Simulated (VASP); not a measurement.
Here is a VASP 6.6.1 calculation.

File INCAR:

```
PREC     = Accurate       # precision mode
ENCUT    = 520            # plane-wave cutoff, eV
EDIFF    = 1E-6           # SCF threshold, eV
ISMEAR   = 0              # smearing method
SIGMA    = 0.05           # smearing width, eV
LREAL    = Auto         
LASPH    = T              # aspherical terms in the spheres
NELM     = 100            # most SCF steps
ALGO     = Normal         # electronic algorithm
ISIF     = 2              # what is computed and relaxed
LWAVE    = F              # write WAVECAR
LCHARG   = F              # write CHGCAR
GGA      = PE             # functional
IBRION   = 2              # ionic algorithm
NSW      = 80             # ionic steps
EDIFFG   = -0.03          # ionic threshold
NELECT   = 58.0
```

The input KPOINTS:

```
Automatic mesh
0
Gamma
  2 3 3
```

Contents of POSCAR:

```
Al8N6O
1.0
   -3.1440000000     -5.4455680000      0.0000000000
    4.7160000000     -2.7227840000      0.0000000000
    0.0000000000      0.0000000000      5.0460000000
Al N O
8 6 1
Direct
    0.4998011000      0.6670032000     -0.0084429000
    0.4961051000      0.3317131000      0.5006527000
    0.2534398000      0.1610805000      0.0037981000
    0.2500670000      0.8355246000      0.4969394000
    0.0063770000      0.6622245000     -0.0030577000
   -0.0023856000      0.3334694000      0.5005439000
    0.7491506000      0.1642831000      0.0151661000
    0.7513788000      0.8239121000      0.4951965000
    0.4983601000      0.6570066000      0.3727138000
    0.5044687000      0.3408154000      0.8835947000
    0.2531093000      0.1704146000      0.3745421000
    0.2511947000      0.8348673000      0.8748532000
    0.0053444000      0.3383708000      0.8835530000
    0.7615276000      0.1727342000      0.3797992000
   -0.0029027000      0.6637708000      0.3781747000
```

Potentials or basis: VASP PAW PBE potentials, release 64 (Al, N, O).

The run is started by

```sh
$ cat potpaw_PBE.64/Al/POTCAR potpaw_PBE.64/N/POTCAR potpaw_PBE.64/O/POTCAR > POTCAR
$ mpirun -np 1 vasp_std > vasp.out
```

Problem. What does it give for the energy gained by relaxing?

Solution. 39.3 meV/atom.

Final structure:
```cif
data_structure
_symmetry_space_group_name_H-M 'P 1'
_symmetry_Int_Tables_number 1
_cell_length_a 6.2880
_cell_length_b 5.4456
_cell_length_c 5.0460
_cell_angle_alpha 90.000
_cell_angle_beta 90.000
_cell_angle_gamma 90.000
_cell_volume 172.78
loop_
_atom_site_label
_atom_site_type_symbol
_atom_site_fract_x
_atom_site_fract_y
_atom_site_fract_z
_atom_site_occupancy
Al1 Al 0.49007 0.65492 0.00236 1
Al2 Al 0.50152 0.32881 0.50018 1
Al3 Al 0.25175 0.16703 0.00051 1
Al4 Al 0.26105 0.84079 0.50154 1
Al5 Al 0.00063 0.66818 0.98787 1
Al6 Al 0.00411 0.32131 0.50342 1
Al7 Al 0.75288 0.18092 0.00350 1
Al8 Al 0.74810 0.83510 0.49111 1
N1 N 0.50470 0.66469 0.38081 1
N2 N 0.50313 0.32869 0.87918 1
N3 N 0.25070 0.16676 0.37952 1
N4 N 0.24904 0.83217 0.87940 1
N5 N 0.00076 0.33822 0.88002 1
N6 N 0.75525 0.16292 0.38088 1
O1 O 0.00137 0.66668 0.37773 1
```

Caveat: the k points lie up to 0.50 Å⁻¹ apart; the cell carries a net charge on a neutralising background, which shifts energy and pressure.
